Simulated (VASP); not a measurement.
# AlN (P6_3mc) in VASP: notebook

Runs on AlN. Level: r2SCAN. Tasks: single point.

Program: VASP 6.6.1. These are calculated values, not measurements. Logs are shortened: lines on timing, memory, paths and dates and some standing lists are left out, and cuts for length are marked.

**The experiment to reproduce.**

From “Self-assembly of well-separated AlN nanowires directly on sputtered metallic TiN films”, 2019, arxiv:1910.07391, for a bulk crystal of AlN at 10 K: band gap 6.034 eV (an exciton energy, a little under the gap).

The runs below are set against these values where they give the same quantity.

## (1) The cell of the first run

The structure is hexagonal, space group P6_3mc (No. 186). The conventional cell has a = 3.049 Å, b = 3.049 Å, c = 4.879 Å, α = 90.00°, β = 90.00°, γ = 120.00°. Al (site symmetry 3m) has 4 N at 1.85 to 1.86 Å within 2.5 Å. N (site symmetry 3m) has 4 Al at 1.85 to 1.86 Å within 2.5 Å.

## (2) Single point, r2SCAN

POSCAR

```
AlN
1.0
    3.0494515564      0.0000000000      0.0000000000
   -1.5247257782      2.6409024352      0.0000000000
    0.0000000000      0.0000000000      4.8793184075
Al N
2 2
Direct
    0.3333333333      0.6666666667      0.0000000000
    0.6666666667      0.3333333333      0.5000000000
    0.3333333333      0.6666666667      0.3800000000
    0.6666666667      0.3333333333      0.8800000000
```

INCAR.step1

```
PREC = Accurate
ENCUT = 520
ISMEAR = 0
SIGMA = 0.01
LREAL = F
LASPH = T
NELM = 60
NBANDS = 16
GGA = PE
ALGO = Normal
EDIFF = 1E-4
LWAVE = T
LCHARG = F
```

INCAR.step2

```
PREC = Accurate
ENCUT = 520
EDIFF = 1E-6
ISMEAR = 0
SIGMA = 0.01
LREAL = F
LASPH = T
NELM = 60
ALGO = Normal
ISIF = 2
LWAVE = F
LCHARG = T
METAGGA = R2SCAN
LMIXTAU = T
LELF = T
LVHAR = T
NBANDS = 16
ISTART = 1
```

KPOINTS

```
regular mesh
0
Gamma
  12 12 4
```

Potentials or basis: VASP PAW PBE potentials, release 64 (Al, N).

On the command line:

```
$ cat potpaw_PBE.64/Al/POTCAR potpaw_PBE.64/N/POTCAR > POTCAR
$ cp INCAR.step1 INCAR
$ mpirun -np 1 vasp_std > vasp.out
$ cp INCAR.step2 INCAR
$ mpirun -np 1 vasp_std > vasp.out
```

OUTCAR:

```text
PREC = Accurate
   ENCUT = 520
   EDIFF = 1E-6
   ISMEAR = 0
   LREAL = F
   LASPH = T
   NELM = 60
   ISIF = 2
   METAGGA = R2SCAN
   ISTART = 1

 ion  position               nearest neighbor table
   1  0.333  0.667  0.000-   3 1.85   4 1.86   4 1.86   4 1.86   2 3.01   2 3.01   2 3.01   2 3.01
                             2 3.01   2 3.01
   2  0.667  0.333  0.500-   4 1.85   3 1.86   3 1.86   3 1.86   1 3.01   1 3.01   1 3.01   1 3.01
                             1 3.01   1 3.01
   3  0.333  0.667  0.380-   1 1.85   2 1.86   2 1.86   2 1.86
   4  0.667  0.333  0.880-   2 1.85   1 1.86   1 1.86   1 1.86

  LATTYP: Found a hexagonal cell.
 ALAT       =     3.0494515564
 C/A-ratio  =     1.6000642467

  Lattice vectors:

 A1 = (   3.0494515564,   0.0000000000,   0.0000000000)
 A2 = (  -1.5247257782,   2.6409024352,   0.0000000000)
 A3 = (   0.0000000000,   0.0000000000,   4.8793184075)

Analysis of symmetry for initial positions (statically):
=====================================================================
 Subroutine PRICEL returns:
 Original cell was already a primitive cell.

 Routine SETGRP: Setting up the symmetry group for a
 hexagonal supercell.

 Subroutine GETGRP returns: Found 12 space group operations
 (whereof  6 operations were pure point group operations)
 out of a pool of 24 trial point group operations.

The static configuration has the point symmetry C_3v.
 The point group associated with its full space group is C_6v.

Analysis of symmetry for dynamics (positions and initial velocities):
=====================================================================
 Subroutine PRICEL returns:
 Original cell was already a primitive cell.

 Routine SETGRP: Setting up the symmetry group for a
 hexagonal supercell.

 Subroutine GETGRP returns: Found 12 space group operations
 (whereof  6 operations were pure point group operations)
 out of a pool of 24 trial point group operations.

The dynamic configuration has the point symmetry C_3v.
 The point group associated with its full space group is C_6v.

 Subroutine INISYM returns: Found 12 space group operations
 (whereof  6 operations are pure point group operations),
 and found     1 'primitive' translations

----------------------------------------------------------------------------------------

                                     Primitive cell

[... 95 lines left out ...]
   LREAL  =      F    real-space projection
   EDIFFG = 0.1E-04   stopping-criterion for IOM
   NSW    =      0    number of steps for IOM
   IBRION =     -1    ionic relax: 0-MD 1-quasi-New 2-CG
   NFREE  =      0    steps in history (QN), initial steepest desc. (CG)
   ISIF   =      2    stress and relaxation
   ISYM   =      2    0-nonsym 1-usesym 2-fastsym
   POTIM  = 0.5000    time-step for ionic-motion
   TEBEG  =    0.0;   TEEND  =   0.0 temperature during run
   PSTRESS=    0.0 pullay stress
   NELECT =      16.0000    total number of electrons
   NUPDOWN=      -1.0000    fix difference up-down
   EMIN   =  10.00;   EMAX   =-10.00  energy-range for DOS
   EFERMI =   0.00;   METHOD = LEGACY
   ISMEAR =     0;   SIGMA  =   0.01  broadening in eV -4-tet -1-fermi 0-gaus
   EFERMI_NEDOS =   21; number of points for ismear=-14 and -15
   IALGO  =     38    algorithm
   IMIX   =      4    mixing-type and parameters
     AMIX     =   0.40;   BMIX     =  1.00
     AMIX_MAG =   1.60;   BMIX_MAG =  1.00
  volume/ion in A,a.u.               =       9.82        66.29
  Fermi-wavevector in a.u.,A,eV,Ry     =   1.213399  2.292992 20.032373  1.472338
  Thomas-Fermi vector in A             =   2.348853
   LORBIT       =      0    0 simple, 1 ext, 2 COOP (PROOUT), +10 PAW based schemes
   METAGGA = R2SCAN    functional components
   LHFCALC =     F    Hartree Fock is set to
   AEXX    =    0.0000 exact exchange contribution
   IVDW    =     0    specifies the selected vdW correction
   LEPSILON=     F    determine dielectric tensor
   LRPA    =     F    only Hartree local field effects (RPA)
 non-spin polarized calculation
 Gauss-broadening in eV      SIGMA  =   0.01
  energy-cutoff  :      520.00
  volume of cell :       39.29
 maximum number of plane-waves:      1087
 NGX is ok and might be reduce to    24
   NGX = 11   NGY = 11   NGZ = 19

 number of electron      15.9999998 magnetization

 Free energy of the ion-electron system (eV)
  ---------------------------------------------------
  ext. energy  EPLUGINS =         0.00000000
  ---------------------------------------------------
  free energy    TOTEN  =       -38.36403011 eV

  energy without entropy =      -38.36403011  energy(sigma->0) =      -38.36403011

 E-fermi :   6.5634     XC(G=0): -11.6802

 val. band max:        6.4566151520   @ k =   0.0000   0.0000   0.0000
 cond. band min:      11.9392757126   @ k =   0.0000   0.0000   0.0000
 fundamental gap:      5.4826605606
 Fermi energy:         6.5633896663

 k-point     1 :       0.0000    0.0000    0.0000
  band No.  band energies     occupation
      1      -9.8581      2.00000
      2      -7.5469      2.00000
      3       0.1382      2.00000
      4       5.5729      2.00000
      5       5.5729      2.00000
      6       6.2491      2.00000
[... 433 lines left out ...]
      3       1.2222      2.00000
      4       2.2477      2.00000
      5       3.3215      2.00000
      6       4.6975      2.00000
[... 8 lines left out ...]
     15      20.6628      0.00000
     16      22.3228      0.00000

 [... further k-points ...]

------------------------ aborting loop because EDIFF is reached ----------------------------------------

  FORCE on cell =-STRESS in cart. coord.  units (eV):
  Direction    XX          YY          ZZ          XY          YZ          ZX
  --------------------------------------------------------------------------------------
  -------------------------------------------------------------------------------------
  Total        3.1222372      3.1222370      3.4600535      0.0000000      0.0000000      0.0000000
  in kB      127.3043425    127.3043348    141.0782750      0.0000000      0.0000000      0.0000000
  external PRESSURE =     131.8956508 kB  Pullay stress =       0.0000000 kB

 VOLUME and BASIS-vectors are now :
 -----------------------------------------------------------------------------
  energy-cutoff  :      520.00
  volume of cell :       39.29
      direct lattice vectors                 reciprocal lattice vectors
     3.049451556  0.000000000  0.000000000     0.327927820  0.189329221  0.000000000
    -1.524725778  2.640902435  0.000000000     0.000000000  0.378658441  0.000000000
     0.000000000  0.000000000  4.879318407     0.000000000  0.000000000  0.204946658

 POSITION                                       TOTAL-FORCE (eV/Angst)
 -----------------------------------------------------------------------------------
     -0.00000      1.76060      0.00000         0.000000      0.000000     -0.178664
      1.52473      0.88030      2.43966        -0.000000     -0.000000     -0.178664
     -0.00000      1.76060      1.85414         0.000000     -0.000000      0.178664
      1.52473      0.88030      4.29380        -0.000000     -0.000000      0.178664
 -----------------------------------------------------------------------------------
    total drift:                               -0.000000      0.000000     -0.031351

  FREE ENERGIE OF THE ION-ELECTRON SYSTEM (eV)
  ---------------------------------------------------
  free  energy   TOTEN  =       -38.3640301135 eV

  energy  without entropy=      -38.3640301135  energy(sigma->0) =      -38.36403011
```

OUTCAR.step1:

```text
PREC = Accurate
   ENCUT = 520
   ISMEAR = 0
   LREAL = F
[... 690 lines left out ...]
     -0.00000      1.76060      0.00000         0.000000     -0.000000     -0.179251
      1.52473      0.88030      2.43966         0.000000     -0.000000     -0.179251
     -0.00000      1.76060      1.85414        -0.000000      0.000000      0.179251
      1.52473      0.88030      4.29380        -0.000000     -0.000000      0.179251
 -----------------------------------------------------------------------------------
    total drift:                                0.000000      0.000000     -0.000103

  FREE ENERGIE OF THE ION-ELECTRON SYSTEM (eV)
  ---------------------------------------------------
  free  energy   TOTEN  =       -29.6078389579 eV

  energy  without entropy=      -29.6078389579  energy(sigma->0) =      -29.60783896
```

It took 58 s on 1 thread of Intel Xeon Platinum 8375C at 2.90GHz (Ice Lake), shared host; peak memory 0.17 GiB.

What came out:

```yaml
Free_energy: -38.3640 eV
Pressure: 13.2 GPa
Largest_force: 0.179 eV/Å
Band_gap_on_the_k_mesh: 5.48 eV, direct
```

Forces in eV/Å, atoms in the order of the input:
```
Al   0.000  0.000 -0.179
Al   0.000  0.000 -0.179
N    0.000  0.000  0.179
N    0.000  0.000  0.179
```

Levels at points of the mesh, in eV from the valence-band top:
```csv
k point,band 5,band 6,band 7,band 8,band 9,band 10,band 11,band 12
"(0.00, 0.00, 0.00)",-0.88,-0.21,-0.21,0.00,5.48,8.07,12.13,12.48
"(0.50, 0.00, 0.00)",-3.51,-2.19,-1.85,-0.69,6.60,6.79,9.61,11.73
"(0.00, 0.00, 0.50)",-0.56,-0.56,-0.56,-0.56,7.80,7.80,11.85,11.85
"(0.50, 0.00, 0.50)",-1.52,-1.52,-1.43,-1.43,6.23,6.23,10.56,10.56
```

Caveat: the PAW data sets were made with another functional, which shifts forces and pressure a little. r2SCAN opens gaps a little over a GGA but as a rule still falls short of measured ones.

## (3) Single point, r2SCAN

This run uses another cell than the first one, of 10.03 Å³/atom, 1.021 times its volume.

POSCAR

```
AlN
1.0
    3.0709272750      0.0000000000      0.0000000000
   -1.5354636375      2.6595009524      0.0000000000
    0.0000000000      0.0000000000      4.9136809369
Al N
2 2
Direct
    0.3333333333      0.6666666667      0.0000000000
    0.6666666667      0.3333333333      0.5000000000
    0.3333333333      0.6666666667      0.3800000000
    0.6666666667      0.3333333333      0.8800000000
```

INCAR.step1

```
SYSTEM = AlN
PREC = Accurate
ENCUT = 520
ISMEAR = 0
SIGMA = 0.01
LREAL = .False.
LASPH = .True.
NELM = 80
NBANDS = 16
GGA = PE
ALGO = Normal
EDIFF = 1E-4
LWAVE = .True.
LCHARG = .False.
```

INCAR.step2

```
SYSTEM = AlN
PREC = Accurate
ENCUT = 520
EDIFF = 1E-7
ISMEAR = 0
SIGMA = 0.01
LREAL = .False.
LASPH = .True.
NELM = 80
ALGO = Normal
ISIF = 2
LWAVE = .False.
LCHARG = .False.
METAGGA = R2SCAN
LMIXTAU = .True.
NBANDS = 16
ISTART = 1
```

KPOINTS

```
regular mesh
0
Gamma
  12 12 4
  0 0 0
```

Potentials or basis: VASP PAW PBE potentials, release 64 (Al, N).

On the command line:

```
$ cat potpaw_PBE.64/Al/POTCAR potpaw_PBE.64/N/POTCAR > POTCAR
$ cp INCAR.step1 INCAR
$ mpirun -np 1 vasp_std > vasp.out
$ cp INCAR.step2 INCAR
$ mpirun -np 1 vasp_std > vasp.out
```

Wall time 75 s (1 thread of Intel Xeon Platinum 8375C at 2.90GHz (Ice Lake), shared host); peak memory 0.18 GiB.

It converged, with:

| Quantity | Value |
| --- | --- |
| Free energy | -38.4197 eV |
| Pressure | 7.9 GPa |
| Largest force | 0.159 eV/Å |
| Band gap on the k mesh | 5.28 eV, direct |

Forces in eV/Å, atoms in the order of the input:
```
Al   0.000  0.000 -0.159
Al   0.000  0.000 -0.159
N    0.000  0.000  0.159
N    0.000  0.000  0.159
```

Stress tensor (GPa, compression positive):
```
7.36 0.00 0.00
0.00 7.36 0.00
0.00 0.00 8.90
```

Levels at points of the mesh, in eV from the valence-band top:
| k point | band 6 | band 7 | band 8 | band 9 | band 10 | band 11 |
| --- | --- | --- | --- | --- | --- | --- |
| (0.00, 0.00, 0.00) | -0.20 | -0.20 | 0.00 | 5.28 | 7.87 | 11.94 |
| (0.50, 0.00, 0.00) | -2.16 | -1.82 | -0.69 | 6.55 | 6.71 | 9.41 |
| (0.00, 0.00, 0.50) | -0.55 | -0.55 | -0.55 | 7.60 | 7.60 | 11.66 |
| (0.50, 0.00, 0.50) | -1.50 | -1.41 | -1.41 | 6.15 | 6.15 | 10.42 |

Caveat: the PAW data sets were made with another functional, which shifts forces and pressure a little. A k mesh can miss the band edges.

## (4) Single point, r2SCAN

This run uses another cell than the first one, of 10.24 Å³/atom, 1.043 times its volume.

POSCAR

```
AlN
1.0
    3.0921067530      0.0000000000      0.0000000000
   -1.5460533765      2.6778429179      0.0000000000
    0.0000000000      0.0000000000      4.9475694625
Al N
2 2
Direct
    0.3333333333      0.6666666667      0.0000000000
    0.6666666667      0.3333333333      0.5000000000
    0.3333333333      0.6666666667      0.3800000000
    0.6666666667      0.3333333333      0.8800000000
```

INCAR.step1 is that of step 3.

INCAR.step2 is that of step 3.

KPOINTS

```
Automatic mesh
0
Gamma
  12 12 4
  0 0 0
```

Potentials or basis: VASP PAW PBE potentials, release 64 (Al, N).

On the command line:

```
$ cat potpaw_PBE.64/Al/POTCAR potpaw_PBE.64/N/POTCAR > POTCAR
$ cp INCAR.step1 INCAR
$ mpirun -np 1 vasp_std > vasp.out
$ cp INCAR.step2 INCAR
$ mpirun -np 1 vasp_std > vasp.out
```

OUTCAR:

```text
SYSTEM = AlN
   PREC = Accurate
   ENCUT = 520
   EDIFF = 1E-7
   ISMEAR = 0
   LREAL = .False.
   LASPH = .True.
   NELM = 80
   ISIF = 2
   METAGGA = R2SCAN
   ISTART = 1

 ion  position               nearest neighbor table
   1  0.333  0.667  0.000-   3 1.88   4 1.88   4 1.88   4 1.88   2 3.05   2 3.05   2 3.05   2 3.05
                             2 3.05   2 3.05
   2  0.667  0.333  0.500-   4 1.88   3 1.88   3 1.88   3 1.88   1 3.05   1 3.05   1 3.05   1 3.05
                             1 3.05   1 3.05
   3  0.333  0.667  0.380-   1 1.88   2 1.88   2 1.88   2 1.88
   4  0.667  0.333  0.880-   2 1.88   1 1.88   1 1.88   1 1.88

  LATTYP: Found a hexagonal cell.
 ALAT       =     3.0921067530
 C/A-ratio  =     1.6000642467

  Lattice vectors:

 A1 = (   3.0921067530,   0.0000000000,   0.0000000000)
 A2 = (  -1.5460533765,   2.6778429179,   0.0000000000)
 A3 = (   0.0000000000,   0.0000000000,   4.9475694625)

Analysis of symmetry for initial positions (statically):
=====================================================================
 Subroutine PRICEL returns:
 Original cell was already a primitive cell.

 Routine SETGRP: Setting up the symmetry group for a
[... 179 lines left out ...]
 fundamental gap:      5.0876439404
 Fermi energy:         6.1252211139

 k-point     1 :       0.0000    0.0000    0.0000
  band No.  band energies     occupation
      1     -10.0078      2.00000
      2      -7.8299      2.00000
      3      -0.0772      2.00000
      4       5.1821      2.00000
      5       5.1821      2.00000
      6       5.8502      2.00000
[... 433 lines left out ...]
      3       0.9562      2.00000
      4       1.9321      2.00000
      5       3.0010      2.00000
      6       4.3335      2.00000
[... 8 lines left out ...]
     15      19.7422      0.00000
     16      21.4706      0.00000

 [... further k-points ...]

------------------------ aborting loop because EDIFF is reached ----------------------------------------

  FORCE on cell =-STRESS in cart. coord.  units (eV):
  Direction    XX          YY          ZZ          XY          YZ          ZX
  --------------------------------------------------------------------------------------
  -------------------------------------------------------------------------------------
  Total        0.6362710      0.6362710      1.0678893      0.0000000      0.0000000      0.0000000
  in kB       24.8840593     24.8840578     41.7643148      0.0000000      0.0000000      0.0000000
  external PRESSURE =      30.5108106 kB  Pullay stress =       0.0000000 kB

 VOLUME and BASIS-vectors are now :
 -----------------------------------------------------------------------------
  energy-cutoff  :      520.00
  volume of cell :       40.97
      direct lattice vectors                 reciprocal lattice vectors
     3.092106753  0.000000000  0.000000000     0.323404099  0.186717450  0.000000000
    -1.546053376  2.677842918  0.000000000     0.000000000  0.373434899  0.000000000
     0.000000000  0.000000000  4.947569462     0.000000000  0.000000000  0.202119446

 POSITION                                       TOTAL-FORCE (eV/Angst)
 -----------------------------------------------------------------------------------
     -0.00000      1.78523      0.00000         0.000000     -0.000000     -0.141654
      1.54605      0.89261      2.47378        -0.000000      0.000000     -0.141654
     -0.00000      1.78523      1.88008         0.000000     -0.000000      0.141654
      1.54605      0.89261      4.35386        -0.000000      0.000000      0.141654
 -----------------------------------------------------------------------------------
    total drift:                               -0.000000     -0.000000     -0.022271

  FREE ENERGIE OF THE ION-ELECTRON SYSTEM (eV)
  ---------------------------------------------------
  free  energy   TOTEN  =       -38.4490555969 eV

  energy  without entropy=      -38.4490555969  energy(sigma->0) =      -38.44905560
```

OUTCAR.step1:

```text
SYSTEM = AlN
   PREC = Accurate
   ENCUT = 520
   ISMEAR = 0
   LREAL = .False.
   LASPH = .True.
   NELM = 80
[... 689 lines left out ...]
      1.54605      0.89261      2.47378         0.000000      0.000000     -0.144753
     -0.00000      1.78523      1.88008        -0.000000      0.000000      0.144753
      1.54605      0.89261      4.35386         0.000000     -0.000000      0.144753
 -----------------------------------------------------------------------------------
    total drift:                               -0.000000      0.000000     -0.000667

  FREE ENERGIE OF THE ION-ELECTRON SYSTEM (eV)
  ---------------------------------------------------
  free  energy   TOTEN  =       -29.7416008477 eV

  energy  without entropy=      -29.7416008477  energy(sigma->0) =      -29.74160085
```

Wall time 82 s (1 thread of Intel Xeon Platinum 8375C at 2.90GHz (Ice Lake), shared host); peak memory 0.18 GiB.

What came out:

| Property | Result |
| --- | --- |
| Free energy | -38.4491 eV |
| Pressure | 3.1 GPa |
| Largest force | 0.142 eV/Å |
| Band gap on the k mesh | 5.09 eV, direct |

Forces in eV/Å, atoms in the order of the input:
```
Al   0.000  0.000 -0.142
Al   0.000  0.000 -0.142
N    0.000  0.000  0.142
N    0.000  0.000  0.142
```

Caveat: the PAW data sets were made with another functional, which shifts forces and pressure a little. A k mesh can miss the band edges.

[end of part 1 of 2]
